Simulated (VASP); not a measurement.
# Al2Ru (Pn-3m) in VASP: further runs, part 2 of 2

VASP 6.6.1. The steps go on from the part before.

## 4. Single point, r2SCAN

POSCAR

```
Al2Ru
1.0
    5.3255551844      0.0000000000      0.0000000000
    0.0000000000      5.3255551844      0.0000000000
    0.0000000000      0.0000000000      5.3255551844
Al Ru
4 2
Direct
    0.2500000000      0.2500000000      0.2500000000
    0.2500000000      0.7500000000      0.7500000000
    0.7500000000      0.7500000000      0.2500000000
    0.7500000000      0.2500000000      0.7500000000
    0.0000000000      0.0000000000      0.0000000000
    0.5000000000      0.5000000000      0.5000000000
```

INCAR.step1

```
PREC = Accurate ; ENCUT = 520
ISMEAR = 0 ; SIGMA = 0.1
LREAL = F ; LASPH = T
NELM = 80 ; NBANDS = 29
GGA = PE ; ALGO = Normal
EDIFF = 1E-4 ; LWAVE = T
LCHARG = F
```

INCAR.step2

```
PREC = Accurate ; ENCUT = 520
EDIFF = 1E-6 ; ISMEAR = 0
SIGMA = 0.1 ; LREAL = F
LASPH = T ; NELM = 80
ALGO = Normal ; ISIF = 2
LWAVE = F ; LCHARG = T
METAGGA = R2SCAN ; LMIXTAU = T
LELF = T ; LVHAR = T
NBANDS = 29 ; ISTART = 1
```

KPOINTS

```
Automatic mesh
0
Gamma
  8 8 8
```

Potentials or basis: VASP PAW PBE potentials, release 64 (Al, Ru_pv).

Command:

```
cat potpaw_PBE.64/Al/POTCAR potpaw_PBE.64/Ru_pv/POTCAR > POTCAR
cp INCAR.step1 INCAR
mpirun -np 1 vasp_std > vasp.out
cp INCAR.step2 INCAR
mpirun -np 1 vasp_std > vasp.out
```

OUTCAR:

```text
PREC = Accurate
   ENCUT = 520
   EDIFF = 1E-6
   ISMEAR = 0
   LREAL = F
   LASPH = T
   NELM = 80
   ISIF = 2
   METAGGA = R2SCAN
   ISTART = 1

 ion  position               nearest neighbor table
   1  0.250  0.250  0.250-   5 2.31   6 2.31
   2  0.250  0.750  0.750-   5 2.31   6 2.31
   3  0.750  0.750  0.250-   5 2.31   6 2.31
   4  0.750  0.250  0.750-   5 2.31   6 2.31
   5  0.000  0.000  0.000-   1 2.31   2 2.31   3 2.31   4 2.31
   6  0.500  0.500  0.500-   1 2.31   2 2.31   3 2.31   4 2.31

  LATTYP: Found a simple cubic cell.
 ALAT       =     5.3255551844

  Lattice vectors:

 A1 = (   5.3255551844,   0.0000000000,   0.0000000000)
 A2 = (   0.0000000000,   5.3255551844,   0.0000000000)
 A3 = (   0.0000000000,   0.0000000000,   5.3255551844)

Analysis of symmetry for initial positions (statically):
=====================================================================
 Subroutine PRICEL returns:
 Original cell was already a primitive cell.

 Routine SETGRP: Setting up the symmetry group for a
 simple cubic supercell.

 Subroutine GETGRP returns: Found 48 space group operations
 (whereof 24 operations were pure point group operations)
 out of a pool of 48 trial point group operations.

The static configuration has the point symmetry T_d .
 The point group associated with its full space group is O_h .

Analysis of symmetry for dynamics (positions and initial velocities):
=====================================================================
 Subroutine PRICEL returns:
 Original cell was already a primitive cell.

 Routine SETGRP: Setting up the symmetry group for a
 simple cubic supercell.

 Subroutine GETGRP returns: Found 48 space group operations
 (whereof 24 operations were pure point group operations)
 out of a pool of 48 trial point group operations.

The dynamic configuration has the point symmetry T_d .
 The point group associated with its full space group is O_h .

 Subroutine INISYM returns: Found 48 space group operations
 (whereof 24 operations are pure point group operations),
 and found     1 'primitive' translations

----------------------------------------------------------------------------------------

                                     Primitive cell

  volume of cell :     151.0409

  direct lattice vectors                    reciprocal lattice vectors
     5.325555184  0.000000000  0.000000000     0.187773850  0.000000000  0.000000000
     0.000000000  5.325555184  0.000000000     0.000000000  0.187773850  0.000000000
     0.000000000  0.000000000  5.325555184     0.000000000  0.000000000  0.187773850

  length of vectors
     5.325555184  5.325555184  5.325555184     0.187773850  0.187773850  0.187773850

  position of ions in fractional coordinates (direct lattice)
     0.250000000  0.250000000  0.250000000
     0.250000000  0.750000000  0.750000000
     0.750000000  0.750000000  0.250000000
     0.750000000  0.250000000  0.750000000
     0.000000000  0.000000000  0.000000000
     0.500000000  0.500000000  0.500000000

  ion indices of the primitive-cell ions
   primitive index   ion index
                 1           1
                 2           2
                 3           3
                 4           4
                 5           5
                 6           6

----------------------------------------------------------------------------------------
[... 26 lines left out ...]
            Coordinates               Weight
  0.000000  0.000000  0.000000      1.000000
  0.125000  0.000000  0.000000      6.000000
  0.250000  0.000000  0.000000      6.000000
  0.375000  0.000000  0.000000      6.000000
  0.500000  0.000000  0.000000      3.000000
  0.125000  0.125000  0.000000     12.000000
[... 16 lines left out ...]
  0.375000  0.375000  0.125000     24.000000
  0.500000  0.375000  0.125000     24.000000
 [... further k-points ...]
   k-points           NKPTS =     35   k-points in BZ     NKDIM =     35   number of bands    NBANDS=     29
   number of dos      NEDOS =    301   number of ions     NIONS =      6
   total plane-waves  NPLWV =  64000
   dimension x,y,z NGX =    40 NGY =   40 NGZ =   40
   dimension x,y,z NGXF=    80 NGYF=   80 NGZF=   80
   ions per type =               4   2
   NGX,Y,Z   is equivalent  to a cutoff of  12.49, 12.49, 12.49 a.u.
   NGXF,Y,Z  is equivalent  to a cutoff of  24.97, 24.97, 24.97 a.u.
 SYSTEM =  unknown system
   PREC   = accura    normal or accurate (medium, high low for compatibility)
   ISTART =      1    job   : 0-new  1-cont  2-samecut
   ICHARG =      0    charge: 1-file 2-atom 10-const
   ISPIN  =      1    spin polarized calculation?
   LNONCOLLINEAR =      F non collinear calculations
   LSORBIT =      F    spin-orbit coupling
   LASPH  =      T    aspherical Exc in radial PAW
   ENCUT  =  520.0 eV  38.22 Ry    6.18 a.u.   9.90  9.90  9.90*2*pi/ulx,y,z
   NELM   =     80;   NELMIN=  2; NELMDL=  0     # of ELM steps
   EDIFF  = 0.1E-05   stopping-criterion for ELM
   LREAL  =      F    real-space projection
   EDIFFG = 0.1E-04   stopping-criterion for IOM
   NSW    =      0    number of steps for IOM
   IBRION =     -1    ionic relax: 0-MD 1-quasi-New 2-CG
   NFREE  =      0    steps in history (QN), initial steepest desc. (CG)
   ISIF   =      2    stress and relaxation
   ISYM   =      2    0-nonsym 1-usesym 2-fastsym
   POTIM  = 0.5000    time-step for ionic-motion
   TEBEG  =    0.0;   TEEND  =   0.0 temperature during run
   PSTRESS=    0.0 pullay stress
   NELECT =      40.0000    total number of electrons
   NUPDOWN=      -1.0000    fix difference up-down
   EMIN   =  10.00;   EMAX   =-10.00  energy-range for DOS
   EFERMI =   0.00;   METHOD = LEGACY
   ISMEAR =     0;   SIGMA  =   0.10  broadening in eV -4-tet -1-fermi 0-gaus
   EFERMI_NEDOS =   21; number of points for ismear=-14 and -15
   IALGO  =     38    algorithm
   IMIX   =      4    mixing-type and parameters
     AMIX     =   0.40;   BMIX     =  1.00
     AMIX_MAG =   1.60;   BMIX_MAG =  1.00
  volume/ion in A,a.u.               =      25.17       169.88
  Fermi-wavevector in a.u.,A,eV,Ry     =   1.051308  1.986684 15.037817  1.105248
  Thomas-Fermi vector in A             =   2.186346
   LORBIT       =      0    0 simple, 1 ext, 2 COOP (PROOUT), +10 PAW based schemes
   METAGGA = R2SCAN    functional components
   LHFCALC =     F    Hartree Fock is set to
   AEXX    =    0.0000 exact exchange contribution
   IVDW    =     0    specifies the selected vdW correction
   LEPSILON=     F    determine dielectric tensor
   LRPA    =     F    only Hartree local field effects (RPA)
 non-spin polarized calculation
 Gauss-broadening in eV      SIGMA  =   0.10
  energy-cutoff  :      520.00
  volume of cell :      151.04
 maximum number of plane-waves:      4088
 NGX is ok and might be reduce to    40
   NGX = 19   NGY = 19   NGZ = 19

 number of electron      39.9999999 magnetization

 Free energy of the ion-electron system (eV)
  ---------------------------------------------------
  ext. energy  EPLUGINS =         0.00000000
  ---------------------------------------------------
  free energy    TOTEN  =       -72.95704687 eV

  energy without entropy =      -72.94810188  energy(sigma->0) =      -72.95257437

 E-fermi :   3.6341     XC(G=0):  -9.4707

 val. band max:        3.5792052952   @ k =   0.5000   0.1250   0.0000
 cond. band min:       3.6646284973   @ k =   0.5000   0.2500   0.2500
 fundamental gap:      0.0854232021
 Fermi energy:         3.6340687122

 k-point     1 :       0.0000    0.0000    0.0000
  band No.  band energies     occupation
      1     -39.0066      2.00000
      2     -39.0066      2.00000
      3     -39.0066      2.00000
      4     -39.0018      2.00000
      5     -39.0018      2.00000
      6     -39.0018      2.00000
[... 757 lines left out ...]
     28       8.5338      0.00000
     29       9.1480      0.00000

 [... further k-points ...]
[... 5 lines left out ...]
  --------------------------------------------------------------------------------------
  -------------------------------------------------------------------------------------
  Total        0.0110574      0.0110574      0.0110574     -0.0000000     -0.0000000      0.0000000
  in kB        0.1172924      0.1172924      0.1172924     -0.0000000     -0.0000000      0.0000000
  external PRESSURE =       0.1172924 kB  Pullay stress =       0.0000000 kB

 VOLUME and BASIS-vectors are now :
 -----------------------------------------------------------------------------
  energy-cutoff  :      520.00
  volume of cell :      151.04
      direct lattice vectors                 reciprocal lattice vectors
     5.325555184  0.000000000  0.000000000     0.187773850  0.000000000  0.000000000
     0.000000000  5.325555184  0.000000000     0.000000000  0.187773850  0.000000000
     0.000000000  0.000000000  5.325555184     0.000000000  0.000000000  0.187773850

 POSITION                                       TOTAL-FORCE (eV/Angst)
 -----------------------------------------------------------------------------------
      1.33139      1.33139      1.33139         0.000000      0.000000      0.000000
      1.33139      3.99417      3.99417         0.000000     -0.000000      0.000000
      3.99417      3.99417      1.33139        -0.000000      0.000000     -0.000000
      3.99417      1.33139      3.99417         0.000000      0.000000      0.000000
      0.00000      0.00000      0.00000         0.000000      0.000000      0.000000
      2.66278      2.66278      2.66278        -0.000000      0.000000     -0.000000
 -----------------------------------------------------------------------------------
    total drift:                                0.000000      0.000000     -0.000000

  FREE ENERGIE OF THE ION-ELECTRON SYSTEM (eV)
  ---------------------------------------------------
  free  energy   TOTEN  =       -72.9570468665 eV

  energy  without entropy=      -72.9481018756  energy(sigma->0) =      -72.95257437
```

It took 4.3 min on 1 thread of AMD EPYC 9R45 (Zen 5), shared host; peak memory 0.3 GiB.

What came out:

```
Free energy            : -72.9570 eV
Pressure               : 0.0 GPa
Band gap on the k mesh : zero (band 20 reaches 4.20 eV, above the bottom of band 21 at 2.74 eV)
```

Levels at points of the mesh, in eV from the Fermi level:
| k point | band 16 | band 17 | band 18 | band 19 | band 20 | band 21 | band 22 | band 23 | band 24 | band 25 |
| --- | --- | --- | --- | --- | --- | --- | --- | --- | --- | --- |
| (0.00, 0.00, 0.00) | -1.59 | -1.16 | -1.16 | -0.40 | -0.40 | -0.40 | 2.73 | 2.73 | 3.20 | 3.20 |
| (0.50, 0.00, 0.00) | -1.76 | -1.40 | -1.40 | 0.57 | 0.57 | 0.98 | 0.98 | 1.31 | 1.31 | 2.81 |
| (0.50, 0.50, 0.00) | -1.51 | -1.49 | -1.49 | -1.18 | -1.18 | 1.38 | 1.38 | 1.72 | 1.72 | 3.83 |
| (0.50, 0.50, 0.50) | -1.23 | -1.08 | -1.08 | -0.90 | -0.90 | -0.90 | 0.15 | 0.15 | 0.15 | 6.01 |

Caveat: the PAW data sets were made with another functional, which shifts forces and pressure a little.

## 5. The runs side by side

```csv
task,cell,k mesh,cutoff (eV),gap on the mesh (eV),pressure (GPa)
single point,"a = 5.326 Å, 6 atoms",4 × 4 × 4,520,none,0.1
relaxation of cell and atoms,"relaxed from a = 4.443 Å, 6 atoms",4 × 4 × 4,600,none,-0.2
single point,"a = 5.326 Å, 6 atoms",8 × 8 × 8,520,none,0.0
```

Alike in all rows: level r2SCAN; potentials or basis VASP PAW PBE potentials, release 64 (Al, Ru_pv); no spin polarisation; smearing gaussian 0.1 eV.

Caveats: the PAW data sets were made with another functional, which shifts forces and pressure a little.

Total energies depend on the potentials used, so only differences within one code and one set of settings carry meaning.
